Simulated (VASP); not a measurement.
Write the native input for VASP 6.6.1 that does the following.

| Item | Value |
| --- | --- |
| Task | single point |
| Functional | PBE |
| Potentials or basis | VASP PAW PBE potentials, release 64 (Be, H) |
| Cutoff | 520 eV |
| k mesh | 6 × 6 × 6 |
| Occupations | gaussian, width 0.1 eV |
| Spin | no spin polarisation |
| Dipole correction | no |
| Further INCAR settings | ALGO = Normal; EDIFF = 1e-06; NBANDS = 12 |

The structure of Be2H3 lies in POSCAR:

```
Be2H3
1.0
    1.8428578158      1.0639744576      3.0644618130
   -1.8428578158      1.0639744576      3.0644618130
    0.0000000000     -2.1279489105      3.0644618146
Be H
2 3
Direct
    0.6792815080      0.6792815080      0.6792815080
    0.4175969967      0.4175969967      0.4175969967
   -0.0612178667      0.3758039088     -0.0612178667
   -0.0612178667     -0.0612178667      0.3758039088
    0.3758039088     -0.0612178667     -0.0612178667
```

The input as run:

INCAR

```
  PREC = Accurate
  ENCUT = 520
  EDIFF = 1E-6
  ISMEAR = 0
  SIGMA = 0.1
  LREAL = F
  LASPH = T
  NELM = 100
  ALGO = Normal
  ISIF = 2
  LWAVE = F
  LCHARG = F
  GGA = PE
  NBANDS = 12
```

KPOINTS

```
Automatic mesh
0
Gamma
  6 6 6
```

Potentials or basis: VASP PAW PBE potentials, release 64 (Be, H).

Launch:

```sh
$ cat potpaw_PBE.64/Be/POTCAR potpaw_PBE.64/H/POTCAR > POTCAR
$ mpirun -np 1 vasp_std > vasp.out
```

It gave:

```json
{"Pressure": "0.0 GPa", "Largest force": "0.012 eV/Å"}
```

Run time: 7.7 s on 1 thread of Intel(R) Xeon(R) Platinum 8488C (Sapphire Rapids) (shared host), peak memory 0.15 GiB.
